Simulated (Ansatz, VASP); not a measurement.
One calculation of KBr, two programs

Contents of POSCAR:

```
KBr
1.0
    0.0000000000      3.3336562500      3.3336562500
    3.2925000000      0.0411562500      3.2925000000
    3.2925000000      3.2925000000      0.0411562500
K Br
1 1
Direct
    0.0000000000      0.0000000000      0.0000000000
    0.5000000000      0.5000000000      0.5000000000
```

Contents of INCAR.step1:

```
  ALGO = Normal
  EDIFF = 1E-4
  ENCUT = 520
  GGA = PE
  ISMEAR = 0
  LASPH = True
  LCHARG = False
  LREAL = False
  LWAVE = True
  NBANDS = 15
  NELM = 80
  PREC = Accurate
  SIGMA = 0.05
```

INCAR.step2

```
  ALGO = Normal
  EDIFF = 1E-7
  ENCUT = 520
  ISIF = 2
  ISMEAR = 0
  ISTART = 1
  LASPH = True
  LCHARG = False
  LMIXTAU = True
  LREAL = False
  LWAVE = False
  METAGGA = R2SCAN
  NBANDS = 15
  NELM = 80
  PREC = Accurate
  SIGMA = 0.05
```

The input KPOINTS:

```
k-points
0
Gamma
  6 6 6
```

Input for Ansatz:

```yaml
crystal:
  lattice:
    - [0.0, 3.33365625, 3.33365625]
    - [3.2925, 0.04115625, 3.2925]
    - [3.2925, 3.2925, 0.04115625]
  atoms:
    - { symbol: K, position: [0.0, 0.0, 0.0] }
    - { symbol: Br, position: [0.5, 0.5, 0.5] }
basis:
  ecutwfc: 500
kpoints:
  mp_grid: { grid: [6, 6, 6] }
hamiltonian:
  xc: r2scan
scf:
  occupations: { method: gaussian, width: 0.05 }
output:
  forces: true
  stress: true
  eigenvalues: true
  write_density: true
  write_potential: true
  elf: true
  volumetric_format: npy
```

Change from the starting cell: strain +0.0250 x Voigt [0, 0, 0, 1, 0, 0], atoms carried along.

Alike in both runs: task single point; functional r2SCAN; k mesh 6 × 6 × 6; occupations gaussian, width 0.05 eV; no spin polarisation.

|  | VASP | Ansatz |
| --- | --- | --- |
| version | VASP 6.6.1 | Ansatz 0.2.0 |
| potentials or method | VASP PAW PBE potentials, release 64 (K_sv, Br), cutoff 520 eV | scalar-relativistic, plane waves, PAW |
| valence electrons in the cell | 16 | 16 |

```tsv
	VASP	Ansatz	Ansatz less VASP
gap on the k mesh at the Fermi level (eV)	5.07	5.07	-0.002
least direct gap on the mesh (eV)	5.07	5.07	-0.002
pressure (GPa)	0.2	0.2	0.00
traceless stress, the component that is largest in VASP (GPa)	-0.13	-0.13	-0.001
```

VASP's potentials were made for PBE, not for r2SCAN.
